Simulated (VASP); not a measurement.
# YSe: electric field gradients with LDA

Crystal: YSe.

```
CELL_PARAMETERS angstrom
-0.02875 2.86063 2.86063
2.86063 -0.02875 2.86063
2.86063 2.86063 -0.02875
ATOMIC_POSITIONS crystal
Y 0.00000 0.00000 0.00000
Se 0.50000 0.50000 0.50000
```

This cell differs from its parent crystal: equal xy, yz and zx shear strains of -1 %.

| Quantity | Value |
| --- | --- |
| Program | VASP 6.6.1 |
| Task | electric field gradients |
| Functional | LDA |
| Potentials or basis | VASP PAW LDA potentials, release 64 (Y_sv, Se) |
| Cutoff | 520 eV |
| k mesh | 7 × 7 × 7 |
| Occupations | fermi-dirac, width 0.03 eV |
| Spin | no spin polarisation |
| Dipole correction | no |
| Further INCAR settings | ALGO = Normal; EDIFF = 1e-08; NBANDS = 16 |

The pressure is -4.5 GPa.

Stress tensor (GPa, compression positive):
```
-4.50  0.06  0.06
 0.06 -4.50  0.06
 0.06  0.06 -4.50
```

Levels at points of the mesh, in eV from the Fermi level:
| k point | band 4 | band 5 | band 6 | band 7 | band 8 | band 9 | band 10 | band 11 | band 12 | band 13 |
| --- | --- | --- | --- | --- | --- | --- | --- | --- | --- | --- |
| (0.00, 0.00, 0.00) | -23.59 | -15.20 | -3.09 | -3.09 | -3.02 | -0.36 | -0.36 | -0.23 | 0.45 | 0.45 |

Electric field gradients, principal values (V/Å²):
| atom | least | middle | greatest (by size) |
| --- | --- | --- | --- |
| 1 Y | -0.826 | -0.826 | 1.651 |
| 2 Se | 2.181 | 2.181 | -4.363 |

It took 53 s on 1 thread of AMD EPYC 7R13, with other jobs on the host, peak memory 0.16 GiB.

Caveat: the cell differs from its parent crystal (equal xy, yz and zx shear strains of -1 %); without QUAD_EFG the Cq values of the log hold for a quadrupole moment of 1 mb, not for the nuclei.
